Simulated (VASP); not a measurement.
# Na (Im-3m) in VASP: settings compared

The runs below take Na through single point, with PBE, PBE+D3(BJ).

Everything below comes from runs of VASP 6.6.1. Logs are shortened: lines on timing, memory, paths and dates and some standing lists are left out, and cuts for length are marked.

## 1. The cell of the first run

The structure is cubic, space group Im-3m (No. 229). The conventional cell has a = 4.310 Å, b = 4.310 Å, c = 4.310 Å, α = 90.00°, β = 90.00°, γ = 90.00°. Within 4.9 Å of Na (site symmetry m-3m) lie 14 Na at 3.73 to 4.31 Å.

## 2. Single point, PBE

INCAR

```
  ALGO = Normal
  EDIFF = 1E-6
  ENCUT = 520
  GGA = PE
  ISIF = 2
  ISMEAR = 1
  LASPH = T
  LCHARG = T
  LELF = T
  LREAL = F
  LVHAR = T
  LWAVE = F
  NBANDS = 10
  NELM = 60
  PREC = Accurate
  SIGMA = 0.1
```

KPOINTS

```
k-points
0
Gamma
  9 9 9
```

POSCAR

```
Na
1.0
    3.7328799115      0.0000000000      0.0000000000
   -1.2442933036      3.5193929318      0.0000000000
   -1.2442933036     -1.7596964653      3.0478836852
Na
1
Direct
    0.0000000000      0.0000000000      0.0000000000
```

Potentials or basis: VASP PAW PBE potentials, release 64 (Na_pv).

Launch:

```console
$ cat potpaw_PBE.64/Na_pv/POTCAR > POTCAR
$ mpirun -np 1 vasp_std > vasp.out
```

OUTCAR:

```text
EDIFF = 1E-6
   ENCUT = 520
   GGA = PE
   ISIF = 2
   ISMEAR = 1
   LASPH = T
   LREAL = F
   NELM = 60
   PREC = Accurate

 ion  position               nearest neighbor table
   1  0.000  0.000  0.000-

  LATTYP: Found a body centered cubic cell.
 ALAT       =     4.3103584435

  Lattice vectors:

 A1 = (   3.7328799115,   0.0000000000,   0.0000000000)
 A2 = (  -1.2442933036,   3.5193929318,   0.0000000000)
 A3 = (  -1.2442933036,  -1.7596964653,   3.0478836852)

Analysis of symmetry for initial positions (statically):
=====================================================================
 Subroutine PRICEL returns:
 Original cell was already a primitive cell.

 Routine SETGRP: Setting up the symmetry group for a
 body centered cubic supercell.

 Subroutine GETGRP returns: Found 48 space group operations
[... 9 lines left out ...]

 Routine SETGRP: Setting up the symmetry group for a
 body centered cubic supercell.

 Subroutine GETGRP returns: Found 48 space group operations
[... 11 lines left out ...]
                                     Primitive cell

  volume of cell :      40.0415

  direct lattice vectors                    reciprocal lattice vectors
     3.732879911  0.000000000  0.000000000     0.267889679  0.094713304  0.164048255
    -1.244293304  3.519392932  0.000000000     0.000000000  0.284139913  0.164048255
    -1.244293304 -1.759696465  3.047883685     0.000000000  0.000000000  0.328096510

  length of vectors
     3.732879911  3.732879912  3.732879912     0.328096510  0.328096510  0.328096510

  position of ions in fractional coordinates (direct lattice)
     0.000000000  0.000000000  0.000000000

  ion indices of the primitive-cell ions
   primitive index   ion index
                 1           1

----------------------------------------------------------------------------------------

 KPOINTS: k-points

Automatic generation of k-mesh.
 Grid dimensions read from file:
 generate k-points for:    9    9    9

 Generating k-lattice:

  Cartesian coordinates                     Fractional coordinates (reciprocal lattice)
     0.029765520  0.010523700  0.018227584     0.111111111  0.000000000  0.000000000
     0.000000000  0.031571101  0.018227584     0.000000000  0.111111111 -0.000000000
     0.000000000  0.000000000  0.036455168     0.000000000  0.000000000  0.111111111

  Length of vectors
     0.036455168  0.036455168  0.036455168

  Shift w.r.t. Gamma in fractional coordinates (k-lattice)
     0.000000000  0.000000000  0.000000000

 Subroutine IBZKPT returns following result:
 ===========================================

 Found     35 irreducible k-points:

 Following reciprocal coordinates:
            Coordinates               Weight
  0.000000  0.000000  0.000000      1.000000
  0.111111  0.000000  0.000000     12.000000
  0.222222  0.000000  0.000000     12.000000
  0.333333  0.000000  0.000000     12.000000
  0.444444  0.000000  0.000000     12.000000
  0.111111  0.111111  0.000000     24.000000
[... 16 lines left out ...]
 -0.333333  0.444444  0.111111     48.000000
 -0.444444 -0.444444  0.111111     24.000000
 [... further k-points ...]
   k-points           NKPTS =     35   k-points in BZ     NKDIM =     35   number of bands    NBANDS=     10
   number of dos      NEDOS =    301   number of ions     NIONS =      1
   total plane-waves  NPLWV =  21952
   dimension x,y,z NGX =    28 NGY =   28 NGZ =   28
   dimension x,y,z NGXF=    56 NGYF=   56 NGZF=   56
   ions per type =               1
   NGX,Y,Z   is equivalent  to a cutoff of  12.47, 12.47, 12.47 a.u.
   NGXF,Y,Z  is equivalent  to a cutoff of  24.94, 24.94, 24.94 a.u.
 SYSTEM =  unknown system
   PREC   = accura    normal or accurate (medium, high low for compatibility)
   ISTART =      0    job   : 0-new  1-cont  2-samecut
   ICHARG =      2    charge: 1-file 2-atom 10-const
   ISPIN  =      1    spin polarized calculation?
   LNONCOLLINEAR =      F non collinear calculations
   LSORBIT =      F    spin-orbit coupling
   LASPH  =      T    aspherical Exc in radial PAW
   ENCUT  =  520.0 eV  38.22 Ry    6.18 a.u.   6.94  6.94  6.94*2*pi/ulx,y,z
   NELM   =     60;   NELMIN=  2; NELMDL= -5     # of ELM steps
   EDIFF  = 0.1E-05   stopping-criterion for ELM
   LREAL  =      F    real-space projection
   EDIFFG = 0.1E-04   stopping-criterion for IOM
   NSW    =      0    number of steps for IOM
   IBRION =     -1    ionic relax: 0-MD 1-quasi-New 2-CG
   NFREE  =      0    steps in history (QN), initial steepest desc. (CG)
   ISIF   =      2    stress and relaxation
   ISYM   =      2    0-nonsym 1-usesym 2-fastsym
   POTIM  = 0.5000    time-step for ionic-motion
   TEBEG  =    0.0;   TEEND  =   0.0 temperature during run
   PSTRESS=    0.0 pullay stress
   NELECT =       7.0000    total number of electrons
   NUPDOWN=      -1.0000    fix difference up-down
   EMIN   =  10.00;   EMAX   =-10.00  energy-range for DOS
   EFERMI =   0.00;   METHOD = LEGACY
   ISMEAR =     1;   SIGMA  =   0.10  broadening in eV -4-tet -1-fermi 0-gaus
   EFERMI_NEDOS =   21; number of points for ismear=-14 and -15
   IALGO  =     38    algorithm
   IMIX   =      4    mixing-type and parameters
     AMIX     =   0.40;   BMIX     =  1.00
     AMIX_MAG =   1.60;   BMIX_MAG =  1.00
  volume/ion in A,a.u.               =      40.04       270.21
  Fermi-wavevector in a.u.,A,eV,Ry     =   0.915386  1.729828 11.400743  0.837931
  Thomas-Fermi vector in A             =   2.040121
   LORBIT       =      0    0 simple, 1 ext, 2 COOP (PROOUT), +10 PAW based schemes
   GGA     = PE    functional components
   LHFCALC =     F    Hartree Fock is set to
   AEXX    =    0.0000 exact exchange contribution
   IVDW    =     0    specifies the selected vdW correction
   LEPSILON=     F    determine dielectric tensor
   LRPA    =     F    only Hartree local field effects (RPA)
 non-spin polarized calculation
 Methfessel and Paxton  Order N= 1 SIGMA  =   0.10
  energy-cutoff  :      520.00
  volume of cell :       40.04
 maximum number of plane-waves:      1100
   NGX = 13   NGY = 13   NGZ = 13

 number of electron       7.0000001 magnetization

 Free energy of the ion-electron system (eV)
  ---------------------------------------------------
  ext. energy  EPLUGINS =         0.00000000
  ---------------------------------------------------
  free energy    TOTEN  =        -1.31024318 eV

  energy without entropy =       -1.31004347  energy(sigma->0) =       -1.31017661

 E-fermi :   0.0685     XC(G=0):  -6.3052

 val. band max:        0.0095905133   @ k =  -0.3333   0.4444   0.1111
 cond. band min:       0.1998997814   @ k =   0.4444   0.0000   0.0000
 fundamental gap:      0.1903092680
 Fermi energy:         0.0684563856

 k-point     1 :       0.0000    0.0000    0.0000
  band No.  band energies     occupation
      1     -24.8484      2.00000
      2     -24.8484      2.00000
      3     -24.8484      2.00000
      4      -3.0030      2.00000
      5      11.3572      0.00000
      6      11.3573      0.00000
      7      11.3573      0.00000
      8      12.3161      0.00000
      9      12.3161      0.00000
     10      12.8408      0.00000

 k-point     2 :       0.1111    0.0000    0.0000
  band No.  band energies     occupation
      1     -24.8516      2.00000
      2     -24.8495      2.00000
      3     -24.8484      2.00000
      4      -2.7970      2.00000
      5       9.2008      0.00000
      6      10.3546      0.00000
      7      10.6287      0.00000
      8      11.1271      0.00000
      9      11.6342      0.00000
     10      13.0364      0.00000

 k-point     3 :       0.2222    0.0000    0.0000
  band No.  band energies     occupation
      1     -24.8596      2.00000
      2     -24.8523      2.00000
      3     -24.8484      2.00000
      4      -2.1835      2.00000
      5       6.4944      0.00000
      6       9.2266      0.00000
      7       9.7335      0.00000
      8      10.0554      0.00000
      9      10.9694      0.00000
     10      13.5196      0.00000

 k-point     4 :       0.3333    0.0000    0.0000
  band No.  band energies     occupation
      1     -24.8686      2.00000
      2     -24.8554      2.00000
      3     -24.8484      2.00000
      4      -1.1757      2.00000
      5       4.0761      0.00000
      6       8.4501      0.00000
      7       9.1113      0.00000
      8       9.3403      0.00000
      9      10.3265      0.00000
     10      14.3437      0.00000

 k-point     5 :       0.4444    0.0000    0.0000
  band No.  band energies     occupation
      1     -24.8745      2.00000
      2     -24.8574      2.00000
      3     -24.8483      2.00000
      4       0.1999     -0.06873
      5       1.9952     -0.00000
      6       8.0587      0.00000
      7       8.7984      0.00000
      8       8.9836      0.00000
      9       9.9620      0.00000
     10      15.3098      0.00000

 k-point     6 :       0.1111    0.1111    0.0000
  band No.  band energies     occupation
      1     -24.8571      2.00000
      2     -24.8507      2.00000
      3     -24.8492      2.00000
      4      -2.3873      2.00000
      5       7.7228      0.00000
      6       8.2054      0.00000
      7       9.7851      0.00000
      8      11.1247      0.00000
      9      11.7965      0.00000
     10      13.2929      0.00000

 k-point     7 :       0.2222    0.1111    0.0000
  band No.  band energies     occupation
      1     -24.8650      2.00000
      2     -24.8540      2.00000
      3     -24.8495      2.00000
      4      -1.5767      2.00000
      5       5.3581      0.00000
      6       7.1031      0.00000
      7       8.9414      0.00000
      8      10.5376      0.00000
      9      12.0015      0.00000
     10      12.8825      0.00000

 k-point     8 :       0.3333    0.1111    0.0000
  band No.  band energies     occupation
      1     -24.8716      2.00000
      2     -24.8572      2.00000
      3     -24.8495      2.00000
      4      -0.3829      2.00000
      5       3.1265      0.00000
      6       6.5284      0.00000
      7       8.4129      0.00000
      8      10.0266      0.00000
      9      11.8162      0.00000
     10      13.5821      0.00000

 k-point     9 :       0.4444    0.1111    0.0000
  band No.  band energies     occupation
      1     -24.8742      2.00000
      2     -24.8586      2.00000
      3     -24.8495      2.00000
      4       0.9946     -0.00000
      5       1.4003     -0.00000
      6       6.3381      0.00000
      7       8.2342      0.00000
      8       9.8487      0.00000
      9      11.6768      0.00000
     10      14.5104      0.00000
[... 118 lines left out ...]
 k-point    19 :      -0.2222    0.2222    0.1111
  band No.  band energies     occupation
      1     -24.8595      2.00000
      2     -24.8534      2.00000
      3     -24.8510      2.00000
      4      -1.9805      2.00000
      5       6.6452      0.00000
      6       8.0297      0.00000
      7       8.8311      0.00000
      8      10.4661      0.00000
      9      11.2617      0.00000
     10      12.6452      0.00000

 k-point    20 :      -0.3333    0.3333    0.1111
  band No.  band energies     occupation
      1     -24.8681      2.00000
      2     -24.8566      2.00000
      3     -24.8508      2.00000
      4      -0.9762      2.00000
      5       4.2560      0.00000
      6       7.3102      0.00000
      7       8.1842      0.00000
      8      10.6171      0.00000
      9      11.0828      0.00000
     10      12.0954      0.00000

 k-point    21 :      -0.2222    0.3333    0.1111
  band No.  band energies     occupation
      1     -24.8651      2.00000
      2     -24.8566      2.00000
      3     -24.8526      2.00000
      4      -1.1756      2.00000
      5       5.4724      0.00000
      6       6.0938      0.00000
      7       8.8780      0.00000
      8       9.8573      0.00000
      9      10.9160      0.00000
     10      14.2044      0.00000

 k-point    22 :      -0.4444    0.4444    0.1111
  band No.  band energies     occupation
      1     -24.8737      2.00000
      2     -24.8586      2.00000
      3     -24.8507      2.00000
      4       0.3938     -0.00004
      5       2.1871      0.00000
      6       6.9493      0.00000
      7       7.8206      0.00000
      8      10.2796      0.00000
      9      11.3141      0.00000
     10      12.5973      0.00000

 k-point    23 :      -0.3333    0.4444    0.1111
  band No.  band energies     occupation
      1     -24.8705      2.00000
      2     -24.8601      2.00000
      3     -24.8527      2.00000
      4       0.0096      1.82972
      5       3.4826      0.00000
      6       5.3025      0.00000
      7       8.6833      0.00000
      8      10.2664      0.00000
      9      10.6691      0.00000
     10      13.4024      0.00000

 k-point    24 :      -0.4444   -0.4444    0.1111
  band No.  band energies     occupation
      1     -24.8727      2.00000
      2     -24.8616      2.00000
      3     -24.8527      2.00000
      4       1.3645     -0.00000
      5       1.7951     -0.00000
      6       5.0979      0.00000
      7       8.5369      0.00000
      8      10.1775      0.00000
      9      11.5384      0.00000
     10      12.3736      0.00000

 [... further k-points ...]
[... 5 lines left out ...]
  --------------------------------------------------------------------------------------
  -------------------------------------------------------------------------------------
  Total       -0.1440557     -0.1440557     -0.1440557     -0.0000000     -0.0000000     -0.0000000
  in kB       -5.7640929     -5.7640929     -5.7640929     -0.0000000     -0.0000000     -0.0000000
  external PRESSURE =      -5.7640929 kB  Pullay stress =       0.0000000 kB

 VOLUME and BASIS-vectors are now :
 -----------------------------------------------------------------------------
  energy-cutoff  :      520.00
  volume of cell :       40.04
      direct lattice vectors                 reciprocal lattice vectors
     3.732879911  0.000000000  0.000000000     0.267889679  0.094713304  0.164048255
    -1.244293304  3.519392932  0.000000000     0.000000000  0.284139913  0.164048255
    -1.244293304 -1.759696465  3.047883685     0.000000000  0.000000000  0.328096510

 POSITION                                       TOTAL-FORCE (eV/Angst)
 -----------------------------------------------------------------------------------
      0.00000      0.00000      0.00000         0.000000      0.000000      0.000000
 -----------------------------------------------------------------------------------
    total drift:                               -0.000000      0.000000     -0.000000

  FREE ENERGIE OF THE ION-ELECTRON SYSTEM (eV)
  ---------------------------------------------------
  free  energy   TOTEN  =        -1.3102431777 eV

  energy  without entropy=       -1.3100434697  energy(sigma->0) =       -1.31017661
```

Run time: 8.9 s. Hardware: 1 thread of AMD EPYC 7R43 (Zen 3), shared host; peak memory 0.11 GiB.

Results:

```yaml
Free_energy: -1.3102 eV
Pressure: -0.6 GPa
```

## 3. Single point, PBE

This run uses another cell than the first one, of 40.83 Å³/atom, 1.020 times its volume.

INCAR

```
ALGO = Normal
EDIFF = 1E-6
ENCUT = 520
GGA = PE
ISIF = 2
ISMEAR = 1
LASPH = T
LCHARG = T
LELF = T
LREAL = F
LVHAR = T
LWAVE = F
NBANDS = 10
NELM = 100
PREC = Accurate
SIGMA = 0.1
```

KPOINTS is that of step 2.

POSCAR

```
Na
1.0
    3.7571200706      0.0000000000      0.0000000000
   -1.2523733566      3.5422467730      0.0000000000
   -1.2523733566     -1.7711233859      3.0676756923
Na
1
Direct
    0.0000000000      0.0000000000      0.0000000000
```

Potentials or basis: VASP PAW PBE potentials, release 64 (Na_pv).

Launch:

```console
$ cat potpaw_PBE.64/Na_pv/POTCAR > POTCAR
$ mpirun -np 1 vasp_std > vasp.out
```

It took 9.4 s on 1 thread of AMD EPYC 7R43 (Zen 3), shared host; peak memory 0.11 GiB.

The run converged. Its results:

```yaml
Free_energy: -1.3073 eV
Pressure: -0.7 GPa
```

Levels at points of the mesh, in eV from the Fermi level:
```tsv
k point	band 1	band 2	band 3	band 4	band 5	band 6	band 7
(0.00, 0.00, 0.00)	-24.93	-24.93	-24.93	-3.03	11.17	11.17	11.17
```

## 4. Single point, PBE

This run uses another cell than the first one, of 41.61 Å³/atom, 1.039 times its volume.

INCAR

```
SYSTEM = Na
PREC = Accurate ; ENCUT = 520
EDIFF = 1E-6 ; ISMEAR = 1
SIGMA = 0.1 ; LREAL = .False.
LASPH = .True. ; NELM = 80
ALGO = Normal ; ISIF = 2
LWAVE = .False. ; LCHARG = .True.
GGA = PE ; LELF = .True.
LVHAR = .True. ; NBANDS = 10
```

KPOINTS

```
regular mesh
0
Gamma
  9 9 9
  0 0 0
```

POSCAR

```
Na
1.0
    3.7810514169      0.0000000000      0.0000000000
   -1.2603504720      3.5648094627      0.0000000000
   -1.2603504720     -1.7824047307      3.0872155547
Na
1
Direct
    0.0000000000      0.0000000000      0.0000000000
```

Launch:

```console
$ cat potpaw_PBE.64/Na_pv/POTCAR > POTCAR
$ mpirun -np 1 vasp_std > vasp.out
```

Wall time 9.3 s (1 thread of AMD EPYC 7R43 (Zen 3), shared host); peak memory 0.11 GiB.

It converged, with:

| Property | Result |
| --- | --- |
| Free energy | -1.3038 eV |
| Pressure | -0.8 GPa |

Levels at points of the mesh, in eV from the Fermi level:
```tsv
k point	band 1	band 2	band 3	band 4	band 5	band 6	band 7
(0.00, 0.00, 0.00)	-24.95	-24.95	-24.95	-3.00	11.05	11.05	11.05
```

## 5. Single point, PBE

This run uses another cell than the first one, of 39.26 Å³/atom, 0.980 times its volume.

INCAR

```
  ALGO = Fast
  EDIFF = 1E-6
  ENCUT = 520
  GGA = PE
  ISIF = 2
  ISMEAR = -1
  LASPH = True
  LCHARG = True
  LELF = True
  LREAL = False
  LVHAR = True
  LWAVE = False
  NBANDS = 10
  NELM = 100
  PREC = Accurate
  SIGMA = 0.04
```

KPOINTS

```
k-points
0
Gamma
  5 5 5
```

POSCAR

```
Na
1.0
   -2.1410000000      2.1410000000      2.1410000000
    2.1410000000     -2.1410000000      2.1410000000
    2.1410000000      2.1410000000     -2.1410000000
Na
1
Direct
    0.0000000000      0.0000000000      0.0000000000
```

Launch:

```console
$ cat potpaw_PBE.64/Na_pv/POTCAR > POTCAR
$ mpirun -np 1 vasp_std > vasp.out
```

Run time: 2.7 s. Hardware: 1 thread of AMD EPYC 9R45 (Zen 5), shared host; peak memory 0.11 GiB.

The run converged. Its results:

| Quantity | Value |
| --- | --- |
| Free energy | -1.3062 eV |
| Pressure | -0.5 GPa |

Levels at points of the mesh, in eV from the Fermi level:
```csv
k point,band 1,band 2,band 3,band 4,band 5,band 6
"(0.00, 0.00, 0.00)",-25.04,-25.04,-25.04,-3.26,11.27,11.27
```

Caveat: the k points lie up to 0.42 Å⁻¹ apart.

## 6. Single point, PBE+D3(BJ), collinear spin, ferromagnetic start

This run uses another cell than the first one, of 39.26 Å³/atom, 0.980 times its volume.

INCAR

```
ALGO = Normal
EDIFF = 1E-7
ENCUT = 520
GGA = PE
ISIF = 2
ISMEAR = 0
ISPIN = 2
IVDW = 12
LASPH = True
LCHARG = False
LORBIT = 11
LREAL = False
LWAVE = False
MAGMOM = 0.5
NBANDS = 14
NELM = 150
PREC = Accurate
SIGMA = 0.025
```

KPOINTS

```
k-points
0
Gamma
  9 9 9
```

POSCAR is that of step 5.

Potentials or basis: VASP PAW PBE potentials, release 64 (Na_pv).

Launch:

```console
$ cat potpaw_PBE.64/Na_pv/POTCAR > POTCAR
$ mpirun -np 1 vasp_std > vasp.out
```

It took 20 s on 1 thread of AMD EPYC 9R45 (Zen 5), shared host; peak memory 0.15 GiB.

The run converged. Its results:

```
Free energy                                           : -1.4586 eV
Pressure                                              : -1.0 GPa
Net moment                                            : 0.00 μB per cell
Valence electrons inside the program's atomic spheres : Na 6.06
Dispersion energy per atom                            : -0.146 eV
```

Levels at points of the mesh, in eV from the Fermi level:
Spin up:
```csv
k point,band 1,band 2,band 3,band 4,band 5,band 6,band 7,band 8
"(0.00, 0.00, 0.00)",-24.86,-24.86,-24.86,-3.07,11.45,11.45,11.45,12.42
```
Spin down:
| k point | band 1 | band 2 | band 3 | band 4 | band 5 | band 6 |
| --- | --- | --- | --- | --- | --- | --- |
| (0.00, 0.00, 0.00) | -24.86 | -24.86 | -24.86 | -3.08 | 11.45 | 11.45 |

Caveat: pairwise dispersion overbinds metals, which lowers pressure and volume.

## 7. The runs side by side

| level | spin | cell | k mesh | smearing | gap on the mesh (eV) | pressure (GPa) |
| --- | --- | --- | --- | --- | --- | --- |
| PBE | off | a = 3.733 Å, angles 109.5°, 1 atom | 9 × 9 × 9 | methfessel-paxton 0.1 eV | none | -0.6 |
| PBE | off | a = 3.757 Å, angles 109.5°, 1 atom | 9 × 9 × 9 | methfessel-paxton 0.1 eV | none | -0.7 |
| PBE | off | a = 3.781 Å, angles 109.5°, 1 atom | 9 × 9 × 9 | methfessel-paxton 0.1 eV | none | -0.8 |
| PBE | off | a = 3.708 Å, angles 109.5°, 1 atom | 5 × 5 × 5 | fermi-dirac 0.04 eV | none | -0.5 |
| PBE+D3(BJ) | collinear, ferromagnetic start | a = 3.708 Å, angles 109.5°, 1 atom | 9 × 9 × 9 | gaussian 0.025 eV | none | -1.0 |

Alike in all rows: task single point; potentials or basis VASP PAW PBE potentials, release 64 (Na_pv); cutoff (eV) 520.

Caveats: some runs use coarse meshes; pairwise dispersion overbinds metals, which lowers pressure and volume (some runs).

Absolute energies hang on the potentials; compare differences alone.
